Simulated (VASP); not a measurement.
# LiBeF3 (Cm) in VASP: density of states with PBE

Aim: the density of states of LiBeF3 with PBE.

Program: VASP 6.6.1. These are calculated values, not measurements. Logs are shortened: lines on timing, memory, paths and dates and some standing lists are left out, and cuts for length are marked.

## 1. The cell of the first run

It takes space group Cm (No. 8, monoclinic). The conventional cell has a = 16.731 Å, b = 2.818 Å, c = 4.698 Å, α = 90.00°, β = 93.77°, γ = 90.00°. Li (site symmetry m) has 5 F at 1.86 to 2.11 Å within 2.5 Å. Li (site symmetry m) has 4 F at 1.83 to 2.12 Å within 2.4 Å. Within 2.1 Å of Be (site symmetry m) lie 4 F at 1.56 to 1.62 Å. Within 2.0 Å of Be (site symmetry m) lie 4 F at 1.48 to 1.67 Å. Within 2.1 Å of F (site symmetry m) lie 1 Be at 1.56 Å and 2 Li at 1.86 Å. Within 2.1 Å of F (site symmetry m) lie 1 Be at 1.56 Å and 2 Li at 1.83 Å. Within 2.2 Å of F (site symmetry m) lie 2 Be at 1.67 Å and 1 Li at 2.09 Å. F (site symmetry m) has 1 Be at 1.48 Å and 1 Li at 1.84 Å within 2.0 Å.

## 2. Density of states, PBE

POSCAR reads:

```
LiBeF3
1.0
    8.3656243626     -1.4088828712     -0.0144289027
    8.3656243626      1.4088828712     -0.0144289027
   -0.3011719224      0.0000000000      4.6888200256
Li Be F
2 2 6
Direct
    0.6520444179      0.6520444179      0.4090190416
    0.3535546546      0.3535546546      0.4720338154
    0.0042579604      0.0042579604      0.6013447082
    0.2387290962      0.2387290962      0.9460735241
    0.0795408020      0.0795408020      0.4209307223
    0.9218554481      0.9218554481      0.4276309612
    0.6928468346      0.6928468346      0.8392524783
    0.3194576245      0.3194576245      0.8358339164
    0.5087650201      0.5087650201      0.7711096443
    0.2356688924      0.2356688924      0.2767711884
```

INCAR.step1 reads:

```
SYSTEM = LiBeF3
  ALGO = Normal
  EDIFF = 1E-6
  ENCUT = 520
  GGA = PE
  ISIF = 2
  ISMEAR = 0
  LASPH = .True.
  LCHARG = .True.
  LREAL = .False.
  LWAVE = .False.
  NBANDS = 37
  NELM = 100
  PREC = Accurate
  SIGMA = 0.02
```

KPOINTS.step1 reads:

```
k-points
0
Gamma
  8 8 6
  0 0 0
```

INCAR.step2 reads:

```
SYSTEM = LiBeF3
  ALGO = Normal
  EDIFF = 1E-6
  ENCUT = 520
  GGA = PE
  ICHARG = 11
  ISIF = 2
  ISMEAR = -5
  LASPH = .True.
  LCHARG = .False.
  LORBIT = 11
  LREAL = .False.
  LWAVE = .False.
  NBANDS = 37
  NEDOS = 2001
  NELM = 100
  PREC = Accurate
  SIGMA = 0.02
```

KPOINTS.step2 reads:

```
k-points
0
Gamma
  12 12 9
  0 0 0
```

Potentials or basis: VASP PAW PBE potentials, release 64 (Li_sv, Be, F).

Run with:

```console
> cat potpaw_PBE.64/Li_sv/POTCAR potpaw_PBE.64/Be/POTCAR potpaw_PBE.64/F/POTCAR > POTCAR
> cp INCAR.step1 INCAR
> cp KPOINTS.step1 KPOINTS
> mpirun -np 1 vasp_std > vasp.out
> cp INCAR.step2 INCAR
> cp KPOINTS.step2 KPOINTS
> mpirun -np 1 vasp_std > vasp.out
```

OUTCAR:

```text
SYSTEM = LiBeF3
   EDIFF = 1E-6
   ENCUT = 520
   GGA = PE
   ICHARG = 11
   ISIF = 2
   ISMEAR = -5
   LASPH = .True.
   LORBIT = 11
   LREAL = .False.
   NELM = 100
   PREC = Accurate

 ion  position               nearest neighbor table
   1  0.652  0.652  0.409-   5 1.86   5 1.86   7 2.09  10 2.11  10 2.11
   2  0.354  0.354  0.472-   6 1.83   6 1.83   8 1.84  10 2.12
   3  0.004  0.004  0.601-   6 1.56   5 1.56   9 1.62   9 1.62
   4  0.239  0.239  0.946-   8 1.48  10 1.56   7 1.67   7 1.67
   5  0.080  0.080  0.421-   3 1.56   1 1.86   1 1.86
   6  0.922  0.922  0.428-   3 1.56   2 1.83   2 1.83
   7  0.693  0.693  0.839-   4 1.67   4 1.67   1 2.09
   8  0.319  0.319  0.836-   4 1.48   2 1.84
   9  0.509  0.509  0.771-   3 1.62   3 1.62
  10  0.236  0.236  0.277-   4 1.56   1 2.11   1 2.11   2 2.12

  LATTYP: Found a base centered monoclinic cell.
 ALAT       =    16.7312736119
 B/A-ratio  =     0.1684131052
 C/A-ratio  =     0.2808203729
 COS(beta)  =    -0.0658209685

  Lattice vectors:

 A1 = (   8.3656243626,  -1.4088828712,  -0.0144289027)
 A2 = (   8.3656243626,   1.4088828712,  -0.0144289027)
 A3 = (  -0.3011719224,   0.0000000000,   4.6888200256)

Analysis of symmetry for initial positions (statically):
=====================================================================
 Subroutine PRICEL returns:
 Original cell was already a primitive cell.

 Routine SETGRP: Setting up the symmetry group for a
 base centered monoclinic supercell.

 Subroutine GETGRP returns: Found  2 space group operations
 (whereof  2 operations were pure point group operations)
 out of a pool of  4 trial point group operations.

The static configuration has the point symmetry C_1h.

Analysis of symmetry for dynamics (positions and initial velocities):
=====================================================================
 Subroutine PRICEL returns:
 Original cell was already a primitive cell.

 Routine SETGRP: Setting up the symmetry group for a
 base centered monoclinic supercell.

 Subroutine GETGRP returns: Found  2 space group operations
 (whereof  2 operations were pure point group operations)
 out of a pool of  4 trial point group operations.

The dynamic configuration has the point symmetry C_1h.

 Subroutine INISYM returns: Found  2 space group operations
 (whereof  2 operations are pure point group operations),
[... 133 lines left out ...]
     AMIX     =   0.40;   BMIX     =  1.00
     AMIX_MAG =   1.60;   BMIX_MAG =  1.00
  volume/ion in A,a.u.               =      11.05        74.58
  Fermi-wavevector in a.u.,A,eV,Ry     =   1.273317  2.406219 22.059602  1.621335
  Thomas-Fermi vector in A             =   2.406147
   LORBIT       =     11    0 simple, 1 ext, 2 COOP (PROOUT), +10 PAW based schemes
   GGA     = PE    functional components
   LHFCALC =     F    Hartree Fock is set to
   AEXX    =    0.0000 exact exchange contribution
   IVDW    =     0    specifies the selected vdW correction
   LEPSILON=     F    determine dielectric tensor
   LRPA    =     F    only Hartree local field effects (RPA)
 non-spin polarized calculation
 Fermi weights with tetrahedron method with Bloechl corrections
  energy-cutoff  :      520.00
  volume of cell :      110.51
 maximum number of plane-waves:      2995

 number of electron      52.0000004 magnetization

 Free energy of the ion-electron system (eV)
  ---------------------------------------------------
  ext. energy  EPLUGINS =         0.00000000
  ---------------------------------------------------
  free energy    TOTEN  =       -53.15881460 eV

  energy without entropy =      -53.15881460  energy(sigma->0) =      -53.15881460

 E-fermi :  -2.4712     XC(G=0):  -8.5069

 val. band max:       -2.4821599412   @ k =   0.5000   0.5000   0.0000
 cond. band min:       4.7427142024   @ k =   0.0000   0.0000   0.0000
 fundamental gap:      7.2248741437
 Fermi energy:        -2.4712224439

 k-point     1 :       0.0000    0.0000    0.0000
  band No.  band energies     occupation
      1     -44.1251      2.00000
      2     -43.6031      2.00000
      3     -24.2937      2.00000
      4     -23.3999      2.00000
      5     -23.3974      2.00000
      6     -22.7135      2.00000
[... 949 lines left out ...]
     36      12.7312      0.00000
     37      13.0407      0.00000

 [... further k-points ...]

------------------------ aborting loop because EDIFF is reached ----------------------------------------

  FORCE on cell =-STRESS in cart. coord.  units (eV):
  Direction    XX          YY          ZZ          XY          YZ          ZX
  --------------------------------------------------------------------------------------
  -------------------------------------------------------------------------------------
  Total       -0.0423033     -0.0011811     -0.0809825      0.0000000      0.0000000     -0.0398453
  in kB       -0.6132904     -0.0171235     -1.1740399      0.0000000      0.0000000     -0.5776551
  external PRESSURE =      -0.6014846 kB  Pullay stress =       0.0000000 kB

 VOLUME and BASIS-vectors are now :
 -----------------------------------------------------------------------------
  energy-cutoff  :      520.00
  volume of cell :      110.51
      direct lattice vectors                 reciprocal lattice vectors
     8.365624363 -1.408882871 -0.014428903     0.059775024 -0.354891106  0.003839465
     8.365624363  1.408882871 -0.014428903     0.059775024  0.354891106  0.003839465
    -0.301171922  0.000000000  4.688820026     0.000367891  0.000000000  0.213296905

 POSITION                                       TOTAL-FORCE (eV/Angst)
 -----------------------------------------------------------------------------------
     10.78633      0.00000      1.89900         0.015893      0.000000     -0.001138
      5.77325      0.00000      2.20308        -0.019203      0.000000     -0.008415
     -0.10987      0.00000      2.81947         0.001653      0.000000      0.024402
      3.70931      0.00000      4.42908        -0.015185      0.000000     -0.019240
      1.20404      0.00000      1.97137         0.026749      0.000000     -0.014645
     15.29500      0.00000      1.97848        -0.024766      0.000000     -0.015098
     11.33943      0.00000      3.91511        -0.012880      0.000000     -0.015052
      5.09320      0.00000      3.90986         0.030913      0.000000     -0.017873
      8.28004      0.00000      3.60091         0.001770      0.000000      0.017826
      3.85968      0.00000      1.29093        -0.004945      0.000000      0.049233
 -----------------------------------------------------------------------------------
    total drift:                               -0.000045     -0.000000      0.001045

  FREE ENERGIE OF THE ION-ELECTRON SYSTEM (eV)
  ---------------------------------------------------
  free  energy   TOTEN  =       -53.1588145984 eV

  energy  without entropy=      -53.1588145984  energy(sigma->0) =      -53.15881460

 total charge

# of ion       s       p       d       tot
------------------------------------------
    1        2.014   0.044   0.000   2.058
    2        2.020   0.052   0.000   2.071
    3        0.399   0.753   0.000   1.152
    4        0.415   0.796   0.000   1.210
    5        1.731   4.438   0.000   6.169
    6        1.731   4.440   0.000   6.171
    7        1.731   4.422   0.000   6.153
    8        1.734   4.432   0.000   6.166
    9        1.731   4.427   0.000   6.158
   10        1.732   4.421   0.000   6.152
--------------------------------------------------
tot         15.237  28.225   0.000  43.461
```

Run time: 28 min. Hardware: 1 thread of Intel Xeon 6975P-C (Granite Rapids), shared host; peak memory 1.1 GiB.

Results:

- Valence electrons inside the program's atomic spheres: Li 2.06, 2.07; Be 1.15, 1.21; F 6.17, 6.15, 6.16

Caveat: the cutoff is under 1.25 times the usual one of these potentials, so pressure, stress and relaxed cells hold a basis-set (Pulay) error.
